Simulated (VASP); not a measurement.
# InAs (Fm-3m) in VASP: a series of runs, part 2 of 2

VASP 6.6.1. Earlier steps stand in the parts before.

## Step 3: Relaxation of cell and atoms, PBEsol

This run uses another cell than the first one, of 20.89 Å³/atom.

File INCAR:

```
SYSTEM = InAs
PREC = Accurate
ENCUT = 500
EDIFF = 1E-7
ISMEAR = -1
SIGMA = 0.03
LREAL = .FALSE.
LASPH = .TRUE.
NELM = 120
ALGO = Normal
ISIF = 3
LWAVE = .FALSE.
LCHARG = .FALSE.
GGA = PS
IBRION = 2
NSW = 100
EDIFFG = -0.01
GGA_COMPAT = .FALSE.
NELMIN = 4
```

File KPOINTS:

```
regular mesh
0
G
  6 6 6
  0 0 0
```

File POSCAR:

```
InAs
1.0
    0.0000000000      2.7541800000      2.7541800000
    2.7541800000      0.0000000000      2.7541800000
    2.7541800000      2.7541800000      0.0000000000
In As
1 1
Direct
    0.0000000000      0.0000000000      0.0000000000
    0.5000000000      0.5000000000      0.5000000000
```

Potentials or basis: VASP PAW PBE potentials, release 64 (In_d, As).

Started as:

```
$ cat potpaw_PBE.64/In_d/POTCAR potpaw_PBE.64/As/POTCAR > POTCAR
$ mpirun -np 1 vasp_std > vasp.out
```

OUTCAR:

```text
SYSTEM = InAs
   PREC = Accurate
   ENCUT = 500
   EDIFF = 1E-7
   ISMEAR = -1
   LREAL = .FALSE.
   LASPH = .TRUE.
   NELM = 120
   ISIF = 3
   GGA = PS
   IBRION = 2
   NSW = 100
   EDIFFG = -0.01
   NELMIN = 4

 ion  position               nearest neighbor table
   1  0.000  0.000  0.000-   2 2.75   2 2.75   2 2.75   2 2.75   2 2.75   2 2.75
   2  0.500  0.500  0.500-   1 2.75   1 2.75   1 2.75   1 2.75   1 2.75   1 2.75

  LATTYP: Found a face centered cubic cell.
 ALAT       =     5.5083600000

  Lattice vectors:

 A1 = (   0.0000000000,   2.7541800000,   2.7541800000)
 A2 = (   2.7541800000,   0.0000000000,   2.7541800000)
 A3 = (   2.7541800000,   2.7541800000,   0.0000000000)

Analysis of symmetry for initial positions (statically):
=====================================================================
 Subroutine PRICEL returns:
 Original cell was already a primitive cell.

 Routine SETGRP: Setting up the symmetry group for a
 face centered cubic supercell.

 Subroutine GETGRP returns: Found 48 space group operations
 (whereof 48 operations were pure point group operations)
 out of a pool of 48 trial point group operations.

[... 144 lines left out ...]

 number of electron      17.9999998 magnetization

 Free energy of the ion-electron system (eV)
  ---------------------------------------------------
  ext. energy  EPLUGINS =         0.00000000
  ---------------------------------------------------
  free energy    TOTEN  =        -8.16715720 eV

  energy without entropy =       -8.16151215  energy(sigma->0) =       -8.16433468

------------------------ aborting loop because EDIFF is reached ----------------------------------------

  FORCE on cell =-STRESS in cart. coord.  units (eV):
  Direction    XX          YY          ZZ          XY          YZ          ZX
  --------------------------------------------------------------------------------------
  -------------------------------------------------------------------------------------
  Total        1.7763231      1.7763231      1.7763231      0.0000000      0.0000000      0.0000000
  in kB       68.1123061     68.1123061     68.1123061      0.0000000      0.0000000      0.0000000
  external PRESSURE =      68.1123061 kB  Pullay stress =       0.0000000 kB
[... 59 lines left out ...]
--------------------------------------- Ionic step        3  -------------------------------------------

 number of electron      18.0000007 magnetization

 Free energy of the ion-electron system (eV)
  ---------------------------------------------------
  ext. energy  EPLUGINS =         0.00000000
  ---------------------------------------------------
  free energy    TOTEN  =        -8.23709433 eV

  energy without entropy =       -8.23083218  energy(sigma->0) =       -8.23396325

 E-fermi :   6.3720     XC(G=0): -10.4779

 val. band max:        6.3272075615   @ k =  -0.3333   0.1667   0.0000
 cond. band min:       6.3841213073   @ k =   0.3333   0.0000   0.0000
 fundamental gap:      0.0569137458
 Fermi energy:         6.3720457824

 k-point     1 :       0.0000    0.0000    0.0000
  band No.  band energies     occupation
      1      -7.9425      2.00000
      2      -7.9425      2.00000
      3      -7.9185      2.00000
      4      -7.9185      2.00000
      5      -7.9185      2.00000
      6      -6.1143      2.00000
      7       5.9905      1.99999
      8       6.1259      1.99945
      9       6.1259      1.99945
     10       6.1259      1.99945
     11      13.5378      0.00000
     12      13.5378      0.00000
     13      13.5378      0.00000
[... 267 lines left out ...]
  FREE ENERGIE OF THE ION-ELECTRON SYSTEM (eV)
  ---------------------------------------------------
  free  energy   TOTEN  =        -8.2370943270 eV

  energy  without entropy=       -8.2308321815  energy(sigma->0) =       -8.23396325

 reached required accuracy - stopping structural energy minimisation
```

Wall time 29 s (1 thread of Intel Xeon Platinum 8259CL at 2.50GHz (Skylake/Cascade Lake), shared host); peak memory 0.16 GiB.

What came out:

| Quantity | Value |
| --- | --- |
| Free energy | -8.2371 eV |
| Relaxed volume | 22.65 Å³/atom |
| Relaxed cell | a = 4.001 Å, b = 4.001 Å, c = 4.001 Å, α = 60.00°, β = 60.00°, γ = 60.00° |
| Space group after relaxing (to 0.1 Å) | Fm-3m (No. 225) |
| Energy gained by relaxing | 35.0 meV/atom |
| Ionic steps | 3 |
| Pressure after relaxing | 0.0 GPa |
| Band gap on the k mesh | zero (bands 9 and 10 overlap by 2.81 eV) |

The path:
```
step  energy change (eV)  largest force (eV/Å)  pressure (GPa)  volume (Å³)
   1              0.0000                0.0000            6.81        41.78
   2             -0.0501                0.0000           -2.92        47.39
   3             -0.0699                0.0000            0.00        45.31
```

Final structure:
```cif
data_structure
_symmetry_space_group_name_H-M 'P 1'
_symmetry_Int_Tables_number 1
_cell_length_a 4.0015
_cell_length_b 4.0015
_cell_length_c 4.0015
_cell_angle_alpha 60.000
_cell_angle_beta 60.000
_cell_angle_gamma 60.000
_cell_volume 45.31
loop_
_atom_site_label
_atom_site_type_symbol
_atom_site_fract_x
_atom_site_fract_y
_atom_site_fract_z
_atom_site_occupancy
In1 In 0.00000 0.00000 0.00000 1
As1 As 0.50000 0.50000 0.50000 1
```

Caveat: the PAW data sets were made with another functional, which shifts forces and pressure a little; spin-orbit coupling is left out, which moves the levels of the heavy elements.

## Step 4: Single point, r2SCAN+rVV10

File POSCAR:

```
InAs
1.0
    0.0000000000      2.8277250113      2.8277250113
    2.8277250113      0.0000000000      2.8277250113
    2.8277250113      2.8277250113      0.0000000000
In As
1 1
Direct
    0.0000000000      0.0000000000      0.0000000000
    0.5000000000      0.5000000000      0.5000000000
```

File INCAR.step1:

```
SYSTEM = InAs
  ALGO = Normal
  EDIFF = 1E-5
  ENCUT = 550
  GGA = PE
  GGA_COMPAT = .False.
  ISMEAR = -1
  LASPH = .True.
  LCHARG = .False.
  LREAL = .False.
  LWAVE = .True.
  NBANDS = 16
  NELM = 120
  PREC = Accurate
  SIGMA = 0.03
```

File INCAR.step2:

```
SYSTEM = InAs
  ALGO = Normal
  BPARAM = 11.95
  CPARAM = 0.0093
  EDIFF = 1E-6
  ENCUT = 550
  GGA_COMPAT = .False.
  ISIF = 2
  ISMEAR = -1
  ISTART = 1
  IVDW_NL = 2
  LASPH = .True.
  LCHARG = .True.
  LELF = .True.
  LMIXTAU = .True.
  LREAL = .False.
  LUSE_VDW = .True.
  LVHAR = .True.
  LWAVE = .False.
  METAGGA = R2SCAN
  NBANDS = 16
  NELM = 120
  PREC = Accurate
  SIGMA = 0.03
```

File KPOINTS:

```
k-points
0
Gamma
  8 8 8
  0 0 0
```

Potentials or basis: VASP PAW PBE potentials, release 64 (In_d, As).

Started as:

```
$ cat potpaw_PBE.64/In_d/POTCAR potpaw_PBE.64/As/POTCAR > POTCAR
$ cp INCAR.step1 INCAR
$ mpirun -np 1 vasp_std > vasp.out
$ cp INCAR.step2 INCAR
$ mpirun -np 1 vasp_std > vasp.out
```

OUTCAR:

```text
SYSTEM = InAs
   BPARAM = 11.95
   EDIFF = 1E-6
   ENCUT = 550
   ISIF = 2
   ISMEAR = -1
   ISTART = 1
   IVDW_NL = 2
   LASPH = .True.
   LREAL = .False.
   METAGGA = R2SCAN
   NELM = 120
   PREC = Accurate

 ion  position               nearest neighbor table
   1  0.000  0.000  0.000-   2 2.83   2 2.83   2 2.83   2 2.83   2 2.83   2 2.83
   2  0.500  0.500  0.500-   1 2.83   1 2.83   1 2.83   1 2.83   1 2.83   1 2.83

  LATTYP: Found a face centered cubic cell.
 ALAT       =     5.6554500226

  Lattice vectors:

 A1 = (   0.0000000000,   2.8277250113,   2.8277250113)
 A2 = (   2.8277250113,   0.0000000000,   2.8277250113)
 A3 = (   2.8277250113,   2.8277250113,   0.0000000000)

Analysis of symmetry for initial positions (statically):
=====================================================================
 Subroutine PRICEL returns:
 Original cell was already a primitive cell.

 Routine SETGRP: Setting up the symmetry group for a
 face centered cubic supercell.

 Subroutine GETGRP returns: Found 48 space group operations
 (whereof 48 operations were pure point group operations)
 out of a pool of 48 trial point group operations.

[... 162 lines left out ...]

 E-fermi :   6.4127     XC(G=0): -10.9608

 val. band max:        6.4006646033   @ k =   0.3750   0.0000   0.0000
 cond. band min:       6.4245169166   @ k =  -0.3750   0.3750   0.0000
 fundamental gap:      0.0238523133
 Fermi energy:         6.4126661705

 k-point     1 :       0.0000    0.0000    0.0000
  band No.  band energies     occupation
      1      -8.6085      2.00000
      2      -8.6085      2.00000
      3      -8.5719      2.00000
      4      -8.5719      2.00000
      5      -8.5719      2.00000
      6      -6.6019      2.00000
[... 433 lines left out ...]
      3      -8.5611      2.00000
      4      -8.5333      2.00000
      5      -8.4986      2.00000
      6      -4.1958      2.00000
[... 8 lines left out ...]
     15      16.8172      0.00000
     16      20.1133      0.00000

 [... further k-points ...]

------------------------ aborting loop because EDIFF is reached ----------------------------------------

  FORCE on cell =-STRESS in cart. coord.  units (eV):
  Direction    XX          YY          ZZ          XY          YZ          ZX
  --------------------------------------------------------------------------------------
  -------------------------------------------------------------------------------------
  Total        0.0942329      0.0942329      0.0942329     -0.0000000     -0.0000000      0.0000000
  in kB        3.3386551      3.3386551      3.3386551     -0.0000000     -0.0000000      0.0000000
  external PRESSURE =       3.3386551 kB  Pullay stress =       0.0000000 kB

 VOLUME and BASIS-vectors are now :
 -----------------------------------------------------------------------------
  energy-cutoff  :      550.00
  volume of cell :       45.22
      direct lattice vectors                 reciprocal lattice vectors
     0.000000000  2.827725011  2.827725011    -0.176820588  0.176820588  0.176820588
     2.827725011  0.000000000  2.827725011     0.176820588 -0.176820588  0.176820588
     2.827725011  2.827725011  0.000000000     0.176820588  0.176820588 -0.176820588

 POSITION                                       TOTAL-FORCE (eV/Angst)
 -----------------------------------------------------------------------------------
      0.00000      0.00000      0.00000        -0.000000      0.000000     -0.000000
      2.82773      2.82773      2.82773         0.000000     -0.000000      0.000000
 -----------------------------------------------------------------------------------
    total drift:                                0.000000     -0.000000     -0.000000

  FREE ENERGIE OF THE ION-ELECTRON SYSTEM (eV)
  ---------------------------------------------------
  free  energy   TOTEN  =       -37.1275650576 eV

  energy  without entropy=      -37.1220032387  energy(sigma->0) =      -37.12478415
```

OUTCAR.step1:

```text
SYSTEM = InAs
   EDIFF = 1E-5
   ENCUT = 550
   GGA = PE
   ISMEAR = -1
   LASPH = .True.
   LREAL = .False.
[... 675 lines left out ...]
      0.00000      0.00000      0.00000         0.000000      0.000000      0.000000
      2.82773      2.82773      2.82773        -0.000000     -0.000000     -0.000000
 -----------------------------------------------------------------------------------
    total drift:                                0.000000     -0.000000     -0.000000

  FREE ENERGIE OF THE ION-ELECTRON SYSTEM (eV)
  ---------------------------------------------------
  free  energy   TOTEN  =        -7.2891615322 eV

  energy  without entropy=       -7.2848088760  energy(sigma->0) =       -7.28698520
```

OSZICAR.step1:

```text
N       E                     dE             d eps       ncg     rms          rms(c)
DAV:   1     0.109426071884E+03    0.10943E+03   -0.85618E+03   936   0.131E+03
DAV:   2    -0.721905086593E+00   -0.11015E+03   -0.10580E+03  1024   0.305E+02
DAV:   3    -0.733748120574E+01   -0.66156E+01   -0.65624E+01  1224   0.712E+01
DAV:   4    -0.748012126255E+01   -0.14264E+00   -0.14259E+00  1152   0.109E+01
DAV:   5    -0.748562062985E+01   -0.54994E-02   -0.54993E-02  1360   0.181E+00    0.394E+00
DAV:   6    -0.729364676327E+01    0.19197E+00   -0.32804E-01  1320   0.101E+01    0.211E+00
DAV:   7    -0.728914362771E+01    0.45031E-02   -0.41823E-02  1328   0.180E+00    0.776E-01
DAV:   8    -0.728903249265E+01    0.11114E-03   -0.33010E-03  1168   0.710E-01    0.115E-01
DAV:   9    -0.728916206209E+01   -0.12957E-03   -0.38169E-04  1264   0.278E-01    0.787E-02
DAV:  10    -0.728916153219E+01    0.52990E-06   -0.23262E-05  1040   0.407E-02
   1 F= -.72891615E+01 E0= -.72869852E+01  d E =-.435266E-02
```

Run time: 2.6 min. Hardware: 1 thread of Intel Xeon Platinum 8259CL at 2.50GHz (Skylake/Cascade Lake), shared host; peak memory 0.33 GiB.

Results:

| Item | Value |
| --- | --- |
| Free energy | -37.1276 eV |
| Pressure | 0.3 GPa |
| Band gap on the k mesh | zero (bands 9 and 10 overlap by 2.85 eV) |

Levels at points of the mesh, in eV from the Fermi level:
```tsv
k point	band 6	band 7	band 8	band 9	band 10	band 11	band 12	band 13
(0.00, 0.00, 0.00)	-13.01	-0.35	-0.35	-0.35	0.10	7.58	7.58	7.58
(0.50, 0.00, 0.00)	-11.10	-7.04	0.10	0.10	2.54	3.49	3.49	5.13
(0.50, 0.50, 0.00)	-10.01	-5.25	-2.82	-2.58	-2.58	4.08	10.23	10.23
```

Caveat: the PAW data sets were made with another functional, which shifts forces and pressure a little; spin-orbit coupling is left out, which moves the levels of the heavy elements.

## Step 5: Relaxation of cell and atoms, r2SCAN+rVV10

POSCAR is that of step 4.

File INCAR.step1:

```
SYSTEM = InAs
PREC = Accurate ; ENCUT = 550
ISMEAR = -1 ; SIGMA = 0.03
LREAL = .FALSE. ; LASPH = .TRUE.
NELM = 120 ; GGA = PE
ALGO = Normal ; EDIFF = 1E-5
LWAVE = .TRUE. ; LCHARG = .FALSE.
GGA_COMPAT = .FALSE. ; IBRION = 2
ISIF = 3 ; EDIFFG = -0.005
NELMIN = 4 ; NSW = 100
```

File INCAR.step2:

```
SYSTEM = InAs
PREC = Accurate ; ENCUT = 550
EDIFF = 1E-7 ; ISMEAR = -1
SIGMA = 0.03 ; LREAL = .FALSE.
LASPH = .TRUE. ; NELM = 120
ALGO = Normal ; ISIF = 3
LWAVE = .FALSE. ; LCHARG = .FALSE.
METAGGA = R2SCAN ; LMIXTAU = .TRUE.
LUSE_VDW = .TRUE. ; IVDW_NL = 2
BPARAM = 11.95 ; CPARAM = 0.0093
IBRION = 2 ; NSW = 100
EDIFFG = -0.01 ; ISTART = 1
GGA_COMPAT = .FALSE. ; NELMIN = 4
```

File KPOINTS:

```
Automatic mesh
0
G
  8 8 8
  0 0 0
```

Started as:

```
$ cat potpaw_PBE.64/In_d/POTCAR potpaw_PBE.64/As/POTCAR > POTCAR
$ cp INCAR.step1 INCAR
$ mpirun -np 1 vasp_std > vasp.out
$ cp INCAR.step2 INCAR
$ mpirun -np 1 vasp_std > vasp.out
```

Wall time 6.9 min (1 thread of Intel Xeon Platinum 8259CL at 2.50GHz (Skylake/Cascade Lake), shared host); peak memory 0.34 GiB.

The run converged. Its results:

```yaml
Free_energy: -37.1278 eV
Relaxed_volume: 22.71 Å³/atom
Relaxed_cell: a = 4.005 Å, b = 4.005 Å, c = 4.005 Å, α = 60.00°, β = 60.00°, γ = 60.00°
Space_group_after_relaxing_to_0.1_Å: Fm-3m (No. 225)
Energy_gained_by_relaxing: 0.1 meV/atom
Ionic_steps: 3
Pressure_after_relaxing: 0.0 GPa
Band_gap_on_the_k_mesh: zero (bands 9 and 10 overlap by 2.84 eV)
```

The path:
| step | energy change (eV) | largest force (eV/Å) | pressure (GPa) | volume (Å³) |
| --- | --- | --- | --- | --- |
| 1 | 0.0000 | 0.0000 | 0.33 | 45.22 |
| 2 | -0.0001 | 0.0000 | -0.15 | 45.53 |
| 3 | -0.0002 | 0.0000 | 0.00 | 45.42 |

Final structure:
```
CELL_PARAMETERS angstrom
0.00000 2.83183 2.83183
2.83183 0.00000 2.83183
2.83183 2.83183 0.00000
ATOMIC_POSITIONS crystal
In 0.00000 0.00000 0.00000
As 0.50000 0.50000 0.50000
```

Levels at points of the mesh, in eV from the Fermi level:
```
           k point  band 6  band 7  band 8  band 9  band 10  band 11  band 12  band 13
(0.00, 0.00, 0.00)  -12.98   -0.34   -0.34   -0.34     0.07     7.58     7.58     7.58
(0.50, 0.00, 0.00)  -11.08   -7.01    0.10    0.10     2.54     3.49     3.49     5.10
(0.50, 0.50, 0.00)  -10.00   -5.22   -2.82   -2.56    -2.56     4.09    10.20    10.20
```

Caveat: the PAW data sets were made with another functional, which shifts forces and pressure a little; spin-orbit coupling is left out, which moves the levels of the heavy elements.

## Step 6: Overview

| task | level | cell | k mesh | cutoff (eV) | gap on the mesh (eV) | pressure (GPa) | relaxed volume (Å³/atom) |
| --- | --- | --- | --- | --- | --- | --- | --- |
| single point | PBEsol | a = 3.999 Å, angles 60.0°, 2 atoms | 6 × 6 × 6 | 500 | none | 0.2 | - |
| relaxation of cell and atoms | PBEsol | relaxed from a = 3.895 Å, angles 60.0°, 2 atoms | 6 × 6 × 6 | 500 | none | 0.0 | 22.65 |
| single point | r2SCAN+rVV10 | a = 3.999 Å, angles 60.0°, 2 atoms | 8 × 8 × 8 | 550 | none | 0.3 | - |
| relaxation of cell and atoms | r2SCAN+rVV10 | relaxed from a = 3.999 Å, angles 60.0°, 2 atoms | 8 × 8 × 8 | 550 | none | 0.0 | 22.71 |

Alike in all rows: potentials or basis VASP PAW PBE potentials, release 64 (In_d, As); no spin polarisation; smearing fermi-dirac 0.03 eV.

Caveats: the PAW data sets were made with another functional, which shifts forces and pressure a little; spin-orbit coupling is left out, which moves the levels of the heavy elements.

Absolute energies hang on the potentials; compare differences alone.
